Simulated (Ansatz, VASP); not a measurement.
## Two plane-wave programs on BAs

```xyz
2
Lattice="0.0000 2.3660 2.3660 2.3660 0.0000 2.3660 2.3660 2.3660 0.0000" Properties=species:S:1:pos:R:3 pbc="T T T"
B     0.0000    0.0000    0.0000
As    1.1830    1.1830    1.1830
```

Alike in both runs: functional LDA; k mesh 10 × 10 × 10; occupations gaussian, width 0.02 eV; no spin polarisation.

Ansatz relaxed the structure, and its values are those at the end. VASP's run is a single point on that final structure, the one shown.

|  | VASP | Ansatz |
| --- | --- | --- |
| version | VASP 6.6.1 | Ansatz 0.2.0 |
| potentials or method | VASP PAW LDA potentials, release 64 (B, As), cutoff 500 eV | scalar-relativistic, plane waves, PAW |
| valence electrons in the cell | 8 | 18 |

```tsv
	VASP	Ansatz	Ansatz less VASP
gap on the k mesh at the Fermi level (eV)	1.10	1.11	+0.009
least direct gap on the mesh (eV)	3.29	3.29	+0.003
pressure (GPa)	1.0	0.0	-1.00
```

Ansatz warns that its potentials were made for another functional, while VASP's fit it. LDA's correlation is that of Perdew and Zunger in VASP and of Perdew and Wang (1992) in Ansatz. VASP's potentials hold 8 valence electrons a cell and Ansatz's 18, so a difference there can come from the potentials and not from the codes.
